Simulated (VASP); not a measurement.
# MnAs (P6_3/mmc) in VASP: settings compared, part 2 of 2

VASP 6.6.1.

## Step 3: Single point, PBE+D4, collinear spin, ferromagnetic start

This run uses another cell than the first one, of 15.12 Å³/atom.

The input, INCAR:

```
SYSTEM = MnAs
PREC     = Accurate       ! precision mode
ENCUT    = 520            ! plane-wave cutoff, eV
EDIFF    = 1E-7           ! SCF threshold, eV
ISMEAR   = -1             ! smearing method
SIGMA    = 0.05           ! smearing width, eV
LREAL    = .FALSE.        ! projectors in reciprocal space
LASPH    = .TRUE.         ! aspherical terms in the spheres
NELM     = 150            ! most SCF steps
ALGO     = Normal         ! electronic algorithm
ISIF     = 2              ! what is computed and relaxed
LWAVE    = .FALSE.        ! write WAVECAR
LCHARG   = .FALSE.        ! write CHGCAR
ISPIN    = 2              ! spin polarisation
MAGMOM   = 0 0 4 4        ! initial moments
LORBIT   = 11             ! projections on sites
LMAXMIX  = 4              ! l up to which the mixer works
GGA      = PE             ! functional
IVDW     = 13             ! dispersion correction
NBANDS   = 30             ! bands
```

The input, KPOINTS:

```
Automatic mesh
0
G
  8 8 5
  0 0 0
```

The input, POSCAR:

```
MnAs
1.0
    3.5866858011      0.0000000000      0.0000000000
   -1.7933429006      3.1061610191      0.0000000000
    0.0000000000      0.0000000000      5.4274169485
As Mn
2 2
Direct
    0.6666666667      0.3333333333      0.7500000000
    0.3333333333      0.6666666667      0.2500000000
    0.0000000000      0.0000000000      0.5000000000
    0.0000000000      0.0000000000      0.0000000000
```

Potentials or basis: VASP PAW PBE potentials, release 64 (As, Mn_pv).

Launch:

```bash
$ cat potpaw_PBE.64/As/POTCAR potpaw_PBE.64/Mn_pv/POTCAR > POTCAR
$ mpirun -np 1 vasp_std > vasp.out
```

It took 52 s on 1 thread of Intel Xeon 6975P-C (Granite Rapids), shared host; peak memory 0.24 GiB.

It converged, with:

- Free energy: -30.0153 eV
- Pressure: 0.2 GPa
- Net moment: 5.21 μB per cell
- Site moments: As -0.11; Mn +2.67 μB
- Valence electrons inside the program's atomic spheres: As 2.85; Mn 11.76
- Dispersion energy per atom: -0.443 eV

Levels at points of the mesh, in eV from the Fermi level:
Spin up:
```tsv
k point	band 17	band 18	band 19	band 20	band 21	band 22	band 23	band 24	band 25	band 26
(0.00, 0.00, 0.00)	-1.43	-1.43	0.18	0.75	0.75	1.93	3.57	3.57	4.08	6.65
(0.50, 0.00, 0.00)	-1.88	-1.85	-1.79	-1.48	-1.25	0.17	1.74	3.95	5.28	5.34
```
Spin down:
```csv
k point,band 12,band 13,band 14,band 15,band 16,band 17,band 18,band 19
"(0.00, 0.00, 0.00)",-1.60,-0.55,-0.55,-0.29,-0.29,0.73,0.73,1.15
"(0.50, 0.00, 0.00)",-3.54,-3.17,-2.22,-1.81,0.47,0.57,0.60,0.61
```

Caveat: only a ferromagnetic start was run, and an antiferromagnetic order may lie lower in energy.

## Step 4: Relaxation of cell and atoms, PBE+D4, collinear spin, ferromagnetic start

This run uses another cell than the first one, of 16.96 Å³/atom.

The input, INCAR:

```
ALGO = Normal
EDIFF = 1E-6
EDIFFG = -0.01
ENCUT = 600
GGA = PE
IBRION = 2
ISIF = 3
ISMEAR = -1
ISPIN = 2
IVDW = 13
LASPH = True
LCHARG = False
LMAXMIX = 4
LORBIT = 11
LREAL = False
LWAVE = False
MAGMOM = 0 0 4 4
NELM = 150
NSW = 60
PREC = Accurate
SIGMA = 0.05
```

The input, KPOINTS:

```
k-points
0
Gamma
  8 8 5
```

The input, POSCAR:

```
MnAs
1.0
    3.7100000000      0.0000000000      0.0000000000
   -1.8550000000      3.2129542480      0.0000000000
    0.0000000000      0.0000000000      5.6910000000
As Mn
2 2
Direct
    0.6666666667      0.3333333333      0.7500000000
    0.3333333333      0.6666666667      0.2500000000
    0.0000000000      0.0000000000      0.5000000000
    0.0000000000      0.0000000000      0.0000000000
```

Launch:

```bash
$ cat potpaw_PBE.64/As/POTCAR potpaw_PBE.64/Mn_pv/POTCAR > POTCAR
$ mpirun -np 1 vasp_std > vasp.out
```

Run time: 2.7 min. Hardware: 1 thread of Intel Xeon 6975P-C (Granite Rapids), shared host; peak memory 0.3 GiB.

The run converged. Its results:

* Free energy: -30.0180 eV
* Relaxed volume: 15.15 Å³/atom
* Relaxed cell: a = 3.590 Å, b = 3.590 Å, c = 5.428 Å, α = 90.00°, β = 90.00°, γ = 120.00°
* Space group after relaxing (to 0.1 Å): P6_3/mmc (No. 194)
* Energy gained by relaxing: 48.6 meV/atom
* Ionic steps: 3
* Pressure after relaxing: 0.0 GPa
* Net moment: 5.23 μB per cell
* Site moments: As -0.11; Mn +2.68 μB
* Valence electrons inside the program's atomic spheres: As 2.84; Mn 11.76
* Dispersion energy per atom: -0.443 eV

Stress tensor (GPa, compression positive):
```
-0.07  0.00  0.00
 0.00 -0.07  0.00
 0.00  0.00  0.02
```

Step by step:
| step | energy change (eV) | largest force (eV/Å) | pressure (GPa) | volume (Å³) |
| --- | --- | --- | --- | --- |
| 1 | 0.0000 | 0.0000 | -6.93 | 67.84 |
| 2 | -0.1938 | 0.0000 | -0.48 | 60.88 |
| 3 | -0.1943 | 0.0000 | -0.04 | 60.60 |

Final structure:
```
As Mn
1.0
     3.59042    0.00000    0.00000
    -1.79521    3.10939    0.00000
     0.00000    0.00000    5.42792
As Mn
2 2
Direct
  0.66667 0.33333 0.75000
  0.33333 0.66667 0.25000
  0.00000 0.00000 0.50000
  0.00000 0.00000 0.00000
```

Levels at points of the mesh, in eV from the Fermi level:
Spin up:
```csv
k point,band 19,band 20,band 21,band 22,band 23,band 24
"(0.00, 0.00, 0.00)",0.18,0.74,0.74,1.93,3.55,3.55
"(0.50, 0.00, 0.00)",-1.80,-1.48,-1.26,0.15,1.73,3.93
```
Spin down:
```
           k point  band 11  band 12  band 13  band 14  band 15  band 16  band 17  band 18  band 19  band 20
(0.00, 0.00, 0.00)    -3.33    -1.60    -0.54    -0.54    -0.28    -0.28     0.72     0.72     1.15     1.15
(0.50, 0.00, 0.00)    -3.58    -3.53    -3.16    -2.23    -1.81     0.47     0.57     0.60     0.60     1.27
```

Caveat: only a ferromagnetic start was run, and an antiferromagnetic order may lie lower in energy.

## Step 5: Single point, PBEsol, collinear spin, ferromagnetic start

This run uses another cell than the first one, of 16.96 Å³/atom.

The input, INCAR:

```
ALGO     = Normal         # electronic algorithm
EDIFF    = 1E-7           # SCF threshold, eV
ENCUT    = 520            # plane-wave cutoff, eV
GGA      = PS             # functional
ISIF     = 2              # what is computed and relaxed
ISMEAR   = -1             # smearing method
ISPIN    = 2              # spin polarisation
LASPH    = True           # aspherical terms in the spheres
LCHARG   = False          # write CHGCAR
LMAXMIX  = 4              # l up to which the mixer works
LORBIT   = 11             # projections on sites
LREAL    = False          # projectors in reciprocal space
LWAVE    = False          # write WAVECAR
MAGMOM   = 0 0 8 8        # initial moments
NBANDS   = 30             # bands
NELM     = 150            # most SCF steps
NUPDOWN  = 16.0           # fixed moment
PREC     = Accurate       # precision mode
SIGMA    = 0.05           # smearing width, eV
```

The input, KPOINTS:

```
k-points
0
Gamma
  7 7 4
```

POSCAR is that of step 4.

Launch:

```bash
$ cat potpaw_PBE.64/As/POTCAR potpaw_PBE.64/Mn_pv/POTCAR > POTCAR
$ mpirun -np 1 vasp_std > vasp.out
```

Run time: 86 s. Hardware: 1 thread of Intel Xeon Platinum 8259CL at 2.50GHz (Skylake/Cascade Lake), shared host; peak memory 0.24 GiB.

Results (log left out):

* Free energy: -10.3532 eV
* Pressure: 61.7 GPa
* Net moment: 16.00 μB per cell
* Site moments: As +1.12; Mn +5.03 μB
* Valence electrons inside the program's atomic spheres: As 2.83; Mn 11.53

Stress tensor (GPa, compression positive):
```
59.71  0.00  0.00
 0.00 59.71  0.00
 0.00  0.00 65.72
```

Caveat: the cell stands under pressure; the PAW data sets were made with another functional, which shifts forces and pressure a little; the total moment is fixed, so each spin has its own Fermi level; only a ferromagnetic start was run, and an antiferromagnetic order may lie lower in energy.

## Step 6: Single point, PBE, collinear spin, ferromagnetic start

This run uses another cell than the first one, of 16.96 Å³/atom.

The input, INCAR:

```
  PREC = Accurate
  ENCUT = 520
  EDIFF = 1E-7
  ISMEAR = 0
  SIGMA = 0.025
  LREAL = F
  LASPH = T
  NELM = 150
  ALGO = Normal
  ISIF = 2
  LWAVE = F
  LCHARG = F
  ISPIN = 2
  MAGMOM = 0 0 4 4
  LORBIT = 11
  LMAXMIX = 4
  GGA = PE
  NBANDS = 30
```

The input, KPOINTS:

```
regular mesh
0
Gamma
  8 8 5
```

POSCAR is that of step 5.

Potentials or basis: VASP PAW PBE potentials, release 64 (As, Mn_pv).

Launch:

```bash
$ cat potpaw_PBE.64/As/POTCAR potpaw_PBE.64/Mn_pv/POTCAR > POTCAR
$ mpirun -np 1 vasp_std > vasp.out
```

Wall time 2.4 min (1 thread of Intel Xeon Platinum 8559C (Emerald Rapids), shared host); peak memory 0.25 GiB.

It converged, with:

```
Free energy                                           : -28.2189 eV
Pressure                                              : -3.3 GPa
Net moment                                            : 6.30 μB per cell
Site moments                                          : As -0.12; Mn +3.21 μB
Valence electrons inside the program's atomic spheres : As 2.79; Mn 11.57
```

Stress tensor (GPa, compression positive):
```
-2.28  0.00  0.00
 0.00 -2.28  0.00
 0.00  0.00 -5.22
```

Levels at points of the mesh, in eV from the Fermi level:
Spin up:
| k point | band 17 | band 18 | band 19 | band 20 | band 21 | band 22 | band 23 | band 24 | band 25 | band 26 |
| --- | --- | --- | --- | --- | --- | --- | --- | --- | --- | --- |
| (0.00, 0.00, 0.00) | -1.88 | -1.88 | -0.51 | 0.55 | 0.55 | 1.48 | 2.83 | 2.83 | 3.80 | 5.03 |
| (0.50, 0.00, 0.00) | -2.19 | -2.13 | -2.10 | -1.92 | -1.66 | -0.59 | 1.03 | 3.13 | 4.73 | 4.81 |
Spin down:
```
           k point  band 11  band 12  band 13  band 14  band 15  band 16  band 17  band 18  band 19  band 20
(0.00, 0.00, 0.00)    -2.85    -1.16    -0.14    -0.14    -0.02    -0.02     0.50     0.50     1.26     1.26
(0.50, 0.00, 0.00)    -3.31    -3.15    -2.72    -2.06    -1.33     0.63     0.73     0.76     0.82     1.37
```

Caveat: the cell stands under tension; only a ferromagnetic start was run, and an antiferromagnetic order may lie lower in energy.

## Step 7: Summary

| task | level | fixed moment (μB) | cell | k mesh | cutoff (eV) | smearing | gap on the mesh (eV) | pressure (GPa) | moment (μB) |
| --- | --- | --- | --- | --- | --- | --- | --- | --- | --- |
| single point | PBEsol+D4 | - | a = 3.536, b = 3.536, c = 5.299 Å, angles 90.0, 90.0, 120.0°, 4 atoms | 8 × 8 × 5 | 520 | fermi-dirac 0.05 eV | none | 0.4 | 4.55 |
| single point | PBE+D4 | - | a = 3.587, b = 3.587, c = 5.427 Å, angles 90.0, 90.0, 120.0°, 4 atoms | 8 × 8 × 5 | 520 | fermi-dirac 0.05 eV | none | 0.2 | 5.21 |
| relaxation of cell and atoms | PBE+D4 | - | relaxed from a = 3.710, b = 3.710, c = 5.691 Å, angles 90.0, 90.0, 120.0°, 4 atoms | 8 × 8 × 5 | 600 | fermi-dirac 0.05 eV | none | 0.0 | 5.23 |
| single point | PBEsol | 16.0 | a = 3.710, b = 3.710, c = 5.691 Å, angles 90.0, 90.0, 120.0°, 4 atoms | 7 × 7 × 4 | 520 | fermi-dirac 0.05 eV | - | 61.7 | 16.00 |
| single point | PBE | - | a = 3.710, b = 3.710, c = 5.691 Å, angles 90.0, 90.0, 120.0°, 4 atoms | 8 × 8 × 5 | 520 | gaussian 0.025 eV | none | -3.3 | 6.30 |

Alike in all rows: potentials or basis VASP PAW PBE potentials, release 64 (As, Mn_pv); spin collinear, ferromagnetic start.

Caveats: only a ferromagnetic start was run, and an antiferromagnetic order may lie lower in energy; the PAW data sets were made with another functional, which shifts forces and pressure a little (at least some runs); the cell stands under pressure (at least some runs); the total moment is fixed, so each spin has its own Fermi level (at least some runs); the cell stands under tension (at least some runs).

Absolute energies hang on the potentials; compare differences alone.
